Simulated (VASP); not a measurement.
The system is NaH.

```
Na H
1.0
     0.00000    2.44000    2.44000
     2.44000    0.00000    2.44000
     2.44000    2.44000    0.00000
Na H
1 1
Direct
  0.00000 0.00000 0.00000
  0.50000 0.50000 0.50000
```

Base run:

```yaml
Program: VASP 6.6.1
Functional: PBE
Potentials_or_basis: VASP PAW PBE potentials, release 64 (Na_pv, H)
Cutoff: 520 eV
k_mesh: 7 × 7 × 7
Occupations: fermi-dirac, width 0.02 eV
Spin: no spin polarisation
```

Its results: band gap on the k mesh 4.18 eV, indirect (least direct gap 4.80 eV); pressure -0.7 GPa.

After a change of settings the same cell gave: band gap on the k mesh 3.71 eV, indirect (least direct gap 4.55 eV); pressure -0.7 GPa. Which change was it?
A. k mesh from 7 × 7 × 7 to 3 × 3 × 3; further incar settings from ALGO = Normal; EDIFF = 1e-06; NBANDS = 11 to ALGO = Normal; EDIFF = 1e-08; NBANDS = 11
B. k mesh from 7 × 7 × 7 to 9 × 9 × 9; further incar settings from ALGO = Normal; EDIFF = 1e-06; NBANDS = 11 to ALGO = Normal; EDIFF = 1e-08; NBANDS = 11
C. further incar settings from ALGO = Normal; EDIFF = 1e-06; NBANDS = 11 to ALGO = Normal; EDIFF = 1e-08; NBANDS = 11
D. k mesh from 7 × 7 × 7 to 4 × 4 × 4

D.

Caveats: some runs use coarse meshes.
